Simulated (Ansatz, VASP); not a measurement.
# One calculation of MgO, two programs

```
Mg O
1.0
     3.48410    0.00000    0.00000
    -1.74205    3.01732    0.00000
     0.00000    0.00000    4.18569
Mg O
2 2
Direct
  0.66667 0.33333 0.75000
  0.33333 0.66667 0.25000
  0.66667 0.33333 0.25000
  0.33333 0.66667 0.75000
```

Alike in both runs: task single point; functional r2SCAN; k mesh 12 × 12 × 6; occupations gaussian, width 0.05 eV; no spin polarisation.

|  | VASP | Ansatz |
| --- | --- | --- |
| version | VASP 6.6.1 | Ansatz 0.2.0 |
| potentials or method | VASP PAW PBE potentials, release 64 (Mg_sv, O), cutoff 750 eV | scalar-relativistic, plane waves, PAW |
| valence electrons in the cell | 32 | 32 |

Ansatz gave:

```
gap on the k mesh at the Fermi level (eV)                     : 4.09
least direct gap on the mesh (eV)                             : 4.09
pressure (GPa)                                                : 0.0
traceless stress, the component that is largest in VASP (GPa) : -0.02
```

**Question.** Estimate VASP's values.

**Answer.** gap on the k mesh at the Fermi level (eV): 4.10; least direct gap on the mesh (eV): 4.10; pressure (GPa): 0.0; traceless stress, the component that is largest in VASP (GPa): -0.10.

VASP's potentials were made for PBE, not for r2SCAN.
